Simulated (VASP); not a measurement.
# Ti3H in VASP: a series of runs

The runs below take Ti3H through single point, with PBE.

Everything below comes from runs of VASP 6.6.1. Logs are shortened: lines on timing, memory, paths and dates and some standing lists are left out, and cuts for length are marked.

### 1 The cell of the first run

The cell holds a slab with vacuum, 8 atoms: a = 4.604 Å, b = 4.604 Å, c = 22.497 Å, α = 90.00°, β = 90.00°, γ = 120.00°.

### 2 Single point, PBE

File INCAR:

```
  PREC = Accurate
  ENCUT = 520
  EDIFF = 1E-6
  ISMEAR = 0
  SIGMA = 0.1
  LREAL = F
  LASPH = T
  NELM = 80
  ALGO = Normal
  ISIF = 2
  LWAVE = F
  LCHARG = T
  LDIPOL = T
  IDIPOL = 3
  DIPOL = 0.5 0.5 0.308
  GGA = PE
  LELF = T
  LVHAR = T
  LVACPOTAV = T
  NBANDS = 47
```

File KPOINTS:

```
Automatic mesh
0
Gamma
  6 6 1
```

File POSCAR:

```
Ti3H
1.0
    4.6037402164      0.0000000000      0.0000000000
   -2.3018701082      3.9869559799      0.0000000000
    0.0000000000      0.0000000000     22.4968206792
Ti H
6 2
Direct
    0.6666666667      0.3333333333      0.1778029019
    0.3333333333      0.6666666667      0.2195747837
    0.0000000000      0.0000000000      0.2613466656
    0.6666666667      0.3333333333      0.2980472718
    0.3333333333      0.6666666667      0.3304570052
    0.0000000000      0.0000000000      0.3776898434
    0.4001898503      1.0000000000      0.3976926699
    0.5998101497      1.0000000000      0.3976926699
```

Potentials or basis: VASP PAW PBE potentials, release 64 (Ti_sv, H).

Launch:

```
$ cat potpaw_PBE.64/Ti_sv/POTCAR potpaw_PBE.64/H/POTCAR > POTCAR
$ mpirun -np 1 vasp_std > vasp.out
```

OUTCAR:

```text
PREC = Accurate
   ENCUT = 520
   EDIFF = 1E-6
   ISMEAR = 0
   LREAL = F
   LASPH = T
   NELM = 80
   ISIF = 2
   GGA = PE

 ion  position               nearest neighbor table
   1  0.667  0.333  0.178-   4 2.71   2 2.82   2 2.82   2 2.82
   2  0.333  0.667  0.220-   5 2.49   1 2.82   1 2.82   3 2.82   1 2.82   3 2.82   3 2.82
   3  0.000  0.000  0.261-   6 2.62   4 2.78   4 2.78   4 2.78   2 2.82   2 2.82   2 2.82
   4  0.667  0.333  0.298-   1 2.71   5 2.76   5 2.76   5 2.76   3 2.78   3 2.78   3 2.78
   5  0.333  0.667  0.330-   2 2.49   4 2.76   4 2.76   4 2.76   6 2.86   6 2.86   6 2.86
   6  0.000  0.000  0.378-   7 1.90   8 1.90   3 2.62   5 2.86   5 2.86   5 2.86
   7  0.400  0.000  0.398-   6 1.90
   8  0.600  0.000  0.398-   6 1.90

  LATTYP: Found a hexagonal cell.
 ALAT       =     4.6037402164
 C/A-ratio  =     4.8866399105

  Lattice vectors:

 A1 = (   4.6037402164,   0.0000000000,   0.0000000000)
 A2 = (  -2.3018701082,   3.9869559799,   0.0000000000)
 A3 = (   0.0000000000,   0.0000000000,  22.4968206792)

Analysis of symmetry for initial positions (statically):
=====================================================================
 Subroutine PRICEL returns:
 Original cell was already a primitive cell.

 Routine SETGRP: Setting up the symmetry group for a
 hexagonal supercell.

 Subroutine GETGRP returns: Found  2 space group operations
 (whereof  2 operations were pure point group operations)
 out of a pool of 24 trial point group operations.

The static configuration has the point symmetry C_1h.

Analysis of symmetry for dynamics (positions and initial velocities):
=====================================================================
 Subroutine PRICEL returns:
 Original cell was already a primitive cell.

 Routine SETGRP: Setting up the symmetry group for a
 hexagonal supercell.

 Subroutine GETGRP returns: Found  2 space group operations
 (whereof  2 operations were pure point group operations)
 out of a pool of 24 trial point group operations.

The dynamic configuration has the point symmetry C_1h.

 Subroutine INISYM returns: Found  2 space group operations
 (whereof  2 operations are pure point group operations),
 and found     1 'primitive' translations

----------------------------------------------------------------------------------------

                                     Primitive cell

  volume of cell :     412.9271

  direct lattice vectors                    reciprocal lattice vectors
     4.603740216  0.000000000  0.000000000     0.217214689  0.125408959  0.000000000
    -2.301870108  3.986955980  0.000000000     0.000000000  0.250817918  0.000000000
     0.000000000  0.000000000 22.496820679     0.000000000  0.000000000  0.044450725

  length of vectors
     4.603740216  4.603740216 22.496820679     0.250817918  0.250817918  0.044450725

  position of ions in fractional coordinates (direct lattice)
     0.666666667  0.333333333  0.177802902
     0.333333333  0.666666667  0.219574784
     0.000000000  0.000000000  0.261346666
     0.666666667  0.333333333  0.298047272
     0.333333333  0.666666667  0.330457005
     0.000000000  0.000000000  0.377689843
     0.400189850  0.000000000  0.397692670
     0.599810150  0.000000000  0.397692670

  ion indices of the primitive-cell ions
   primitive index   ion index
                 1           1
                 2           2
                 3           3
                 4           4
                 5           5
                 6           6
                 7           7
                 8           8

----------------------------------------------------------------------------------------

 KPOINTS: Automatic mesh

Automatic generation of k-mesh.
 Grid dimensions read from file:
 generate k-points for:    6    6    1

 Generating k-lattice:

  Cartesian coordinates                     Fractional coordinates (reciprocal lattice)
     0.036202448  0.020901493  0.000000000     0.166666667  0.000000000  0.000000000
     0.000000000  0.041802986  0.000000000     0.000000000  0.166666667  0.000000000
     0.000000000  0.000000000  0.044450725     0.000000000  0.000000000  1.000000000

  Length of vectors
     0.041802986  0.041802986  0.044450725

  Shift w.r.t. Gamma in fractional coordinates (k-lattice)
     0.000000000  0.000000000  0.000000000

 Subroutine IBZKPT returns following result:
 ===========================================

 Found     13 irreducible k-points:

 Following reciprocal coordinates:
            Coordinates               Weight
  0.000000  0.000000  0.000000      1.000000
  0.166667  0.000000  0.000000      4.000000
  0.000000  0.166667  0.000000      2.000000
  0.333333  0.000000  0.000000      4.000000
  0.000000  0.333333  0.000000      2.000000
  0.500000 -0.000000  0.000000      2.000000
  0.000000  0.500000  0.000000      1.000000
  0.166667  0.166667  0.000000      4.000000
 -0.333333  0.166667  0.000000      2.000000
  0.333333  0.166667  0.000000      4.000000
 -0.166667  0.500000  0.000000      4.000000
  0.500000  0.333333  0.000000      4.000000
  0.333333  0.333333  0.000000      2.000000
   k-points           NKPTS =     13   k-points in BZ     NKDIM =     13   number of bands    NBANDS=     47
   number of dos      NEDOS =    301   number of ions     NIONS =      8
   total plane-waves  NPLWV = 217728
   dimension x,y,z NGX =    36 NGY =   36 NGZ =  168
   dimension x,y,z NGXF=    72 NGYF=   72 NGZF=  336
   ions per type =               6   2
   NGX,Y,Z   is equivalent  to a cutoff of  13.00, 13.00, 12.41 a.u.
   NGXF,Y,Z  is equivalent  to a cutoff of  26.00, 26.00, 24.83 a.u.
 SYSTEM =  unknown system
   PREC   = accura    normal or accurate (medium, high low for compatibility)
   ISTART =      0    job   : 0-new  1-cont  2-samecut
   ICHARG =      2    charge: 1-file 2-atom 10-const
   ISPIN  =      1    spin polarized calculation?
   LNONCOLLINEAR =      F non collinear calculations
   LSORBIT =      F    spin-orbit coupling
   LASPH  =      T    aspherical Exc in radial PAW
   ENCUT  =  520.0 eV  38.22 Ry    6.18 a.u.   8.56  8.56 41.83*2*pi/ulx,y,z
   NELM   =     80;   NELMIN=  2; NELMDL= -5     # of ELM steps
   EDIFF  = 0.1E-05   stopping-criterion for ELM
   LREAL  =      F    real-space projection
   EDIFFG = 0.1E-04   stopping-criterion for IOM
   NSW    =      0    number of steps for IOM
   IBRION =     -1    ionic relax: 0-MD 1-quasi-New 2-CG
   NFREE  =      0    steps in history (QN), initial steepest desc. (CG)
   ISIF   =      2    stress and relaxation
   ISYM   =      2    0-nonsym 1-usesym 2-fastsym
   POTIM  = 0.5000    time-step for ionic-motion
   TEBEG  =    0.0;   TEEND  =   0.0 temperature during run
   PSTRESS=    0.0 pullay stress
   NELECT =      74.0000    total number of electrons
   NUPDOWN=      -1.0000    fix difference up-down
   EMIN   =  10.00;   EMAX   =-10.00  energy-range for DOS
   EFERMI =   0.00;   METHOD = LEGACY
   ISMEAR =     0;   SIGMA  =   0.10  broadening in eV -4-tet -1-fermi 0-gaus
   EFERMI_NEDOS =   21; number of points for ismear=-14 and -15
   IALGO  =     38    algorithm
   IMIX   =      4    mixing-type and parameters
     AMIX     =   0.40;   BMIX     =  1.00
     AMIX_MAG =   1.60;   BMIX_MAG =  1.00
  volume/ion in A,a.u.               =      51.62       348.32
  Fermi-wavevector in a.u.,A,eV,Ry     =   0.922984  1.744187 11.590801  0.851900
  Thomas-Fermi vector in A             =   2.048571
   LORBIT       =      0    0 simple, 1 ext, 2 COOP (PROOUT), +10 PAW based schemes
   GGA     = PE    functional components
   LHFCALC =     F    Hartree Fock is set to
   AEXX    =    0.0000 exact exchange contribution
   IVDW    =     0    specifies the selected vdW correction
   LEPSILON=     F    determine dielectric tensor
   LRPA    =     F    only Hartree local field effects (RPA)
 non-spin polarized calculation
 Gauss-broadening in eV      SIGMA  =   0.10
  energy-cutoff  :      520.00
  volume of cell :      412.93
 maximum number of plane-waves:     11163
 NGX is ok and might be reduce to    36
   NGX = 17   NGY = 17   NGZ = 83

 dipolmoment           0.000000      0.000000      0.160764 electrons x Angstroem

 number of electron      73.9999981 magnetization

 dipolmoment           0.000000      0.000000     -0.028134 electrons x Angstroem

 Free energy of the ion-electron system (eV)
  ---------------------------------------------------
  ext. energy  EPLUGINS =         0.00000000
  ---------------------------------------------------
  free energy    TOTEN  =       -48.39511754 eV

  energy without entropy =      -48.31895466  energy(sigma->0) =      -48.35703610

 E-fermi :  -0.2377     XC(G=0):  -3.9439

 val. band max:       -0.2558729080   @ k =   0.5000  -0.0000   0.0000
 cond. band min:      -0.2373192126   @ k =   0.0000   0.5000   0.0000
 fundamental gap:      0.0185536954
 Fermi energy:        -0.2377176746

 k-point     1 :       0.0000    0.0000    0.0000
  band No.  band energies     occupation
      1     -57.3065      2.00000
      2     -57.0038      2.00000
      3     -56.7537      2.00000
      4     -56.6067      2.00000
      5     -56.5458      2.00000
      6     -56.4544      2.00000
[... 39 lines left out ...]
     46       1.5704      0.00000
     47       1.5721      0.00000

 k-point     2 :       0.1667    0.0000    0.0000
  band No.  band energies     occupation
      1     -57.3059      2.00000
      2     -57.0028      2.00000
      3     -56.7471      2.00000
      4     -56.6074      2.00000
      5     -56.5508      2.00000
      6     -56.4572      2.00000
[... 39 lines left out ...]
     46       1.5189      0.00000
     47       1.6040      0.00000

 k-point     3 :       0.0000    0.1667    0.0000
  band No.  band energies     occupation
      1     -57.3059      2.00000
      2     -57.0028      2.00000
      3     -56.7471      2.00000
      4     -56.6074      2.00000
      5     -56.5508      2.00000
      6     -56.4572      2.00000
[... 489 lines left out ...]
     46       1.4798      0.00000
     47       1.5812      0.00000

 k-point    13 :       0.3333    0.3333    0.0000
  band No.  band energies     occupation
      1     -57.3039      2.00000
      2     -56.9996      2.00000
      3     -56.7200      2.00000
      4     -56.6021      2.00000
      5     -56.5802      2.00000
      6     -56.4662      2.00000
[... 39 lines left out ...]
     46       1.1622      0.00000
     47       1.4615      0.00000

------------------------ aborting loop because EDIFF is reached ----------------------------------------

  FORCE on cell =-STRESS in cart. coord.  units (eV):
  Direction    XX          YY          ZZ          XY          YZ          ZX
  --------------------------------------------------------------------------------------
  -------------------------------------------------------------------------------------
  Total        1.9676027     -3.7461590     -1.1434858      0.0000000     -1.1466205      0.0000000
  in kB        7.6343943    -14.5352795     -4.4367805      0.0000000     -4.4489436      0.0000000
  external PRESSURE =      -3.7792219 kB  Pullay stress =       0.0000000 kB

 VOLUME and BASIS-vectors are now :
 -----------------------------------------------------------------------------
  energy-cutoff  :      520.00
  volume of cell :      412.93
      direct lattice vectors                 reciprocal lattice vectors
     4.603740216  0.000000000  0.000000000     0.217214689  0.125408959  0.000000000
    -2.301870108  3.986955980  0.000000000     0.000000000  0.250817918  0.000000000
     0.000000000  0.000000000 22.496820679     0.000000000  0.000000000  0.044450725

 POSITION                                       TOTAL-FORCE (eV/Angst)
 -----------------------------------------------------------------------------------
      2.30187      1.32899      4.00000         0.000000     -0.039335      0.148523
     -0.00000      2.65797      4.93973        -0.000000      0.056341      0.289220
      0.00000      0.00000      5.87947         0.000000     -0.035971     -0.831013
      2.30187      1.32899      6.70512         0.000000     -0.065532     -0.166735
     -0.00000      2.65797      7.43423         0.000000      0.909536      1.463215
      0.00000      0.00000      8.49682        -0.000000     -0.005866     -0.217880
      1.84237      0.00000      8.94682        -0.607548     -0.409586     -0.342665
      2.76137      0.00000      8.94682         0.607548     -0.409586     -0.342665
 -----------------------------------------------------------------------------------
    total drift:                                0.000000     -0.000011      0.000416

  FREE ENERGIE OF THE ION-ELECTRON SYSTEM (eV)
  ---------------------------------------------------
  free  energy   TOTEN  =       -48.3951175418 eV

  energy  without entropy=      -48.3189546622  energy(sigma->0) =      -48.35703610

 vacuum level on the upper side and lower side of the slab         2.896         3.174
```

Wall time 6.1 min (1 thread of Intel Xeon 6975P-C (Granite Rapids), shared host); peak memory 0.56 GiB.

Results:

- Free energy: -48.3951 eV
- Largest force: 1.723 eV/Å
- Band gap on the k mesh: zero (bands 37 and 38 overlap by 0.16 eV)

Forces on the atoms (eV/Å):
```
Ti   0.000 -0.039  0.149
Ti   0.000  0.056  0.289
Ti   0.000 -0.036 -0.831
Ti   0.000 -0.066 -0.167
Ti   0.000  0.910  1.463
Ti   0.000 -0.006 -0.218
H   -0.608 -0.410 -0.343
H    0.608 -0.410 -0.343
```

(Continued in part 2 of 2.)
